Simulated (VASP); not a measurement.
The system is SbAs4Au.

```
CELL_PARAMETERS angstrom
4.82733 0.00000 0.00000
-2.41366 4.18059 0.00000
0.00000 0.00000 8.88915
ATOMIC_POSITIONS crystal
Sb 0.00000 0.00000 0.00000
As 0.33333 0.66667 0.50000
As 0.66667 0.33333 0.50000
As 0.00000 0.00000 0.74813
As 0.00000 0.00000 0.25187
Au 0.00000 0.00000 0.50000
```

The cell was generated, and may not be a known phase.

| Property | Result |
| --- | --- |
| Program | VASP 6.6.1 |
| Task | relaxation of cell and atoms |
| Functional | PBE |
| Potentials or basis | VASP PAW PBE potentials, release 64 (Sb_d_GW, As_d, Au_sv_GW) |
| Cutoff | 540 eV |
| k mesh | 6 × 6 × 2 |
| Occupations | gaussian, width 0.1 eV |
| Spin | no spin polarisation |

At the start: pressure 13.7 GPa; volume 29.90 Å³/atom.

Question: Where does the relaxation end?

Answer: Over 13 steps the energy falls by 344.3 meV/atom and the volume is 34.32 Å³/atom (+14.8 %); space group P6/mmm (No. 191, to 0.1 Å) before and after.

The path:
```
step  energy change (eV)  largest force (eV/Å)  pressure (GPa)  volume (Å³)
   1              0.0000                0.8396           13.73       179.39
   2             -0.5871                1.1078           -5.52       250.19
   3             -1.9511                0.7706           -0.63       210.70
   4             -1.9522                0.7705           -0.47       210.05
   5             -1.9522                0.7706           -0.32       209.42
   6             -2.0010                0.5088           -0.07       207.58
   7             -2.0359                0.0027            0.58       204.54
   8             -2.0564                0.1907           -0.37       207.51
   9             -2.0566                0.1685           -0.27       207.22
  10             -2.0621                0.0978           -0.10       206.24
  11             -2.0647                0.0106            0.16       205.06
  12             -2.0647                0.0017            0.19       204.94
  13             -2.0659                0.0378           -0.02       205.91
```

Final structure:
```
Sb As Au
1.0
     4.77160    0.00000    0.00000
    -2.38580    4.13233    0.00000
     0.00000    0.00000   10.44271
Sb As Au
1 4 1
Cartesian
  0.0000 0.0000 0.0000
  0.0000 2.7549 5.2214
  2.3858 1.3774 5.2214
  0.0000 0.0000 8.0109
  0.0000 0.0000 2.4318
  0.0000 0.0000 5.2214
```

Caveat: a cell axis changed by over 15 % at a fixed basis, so the end point is rough.
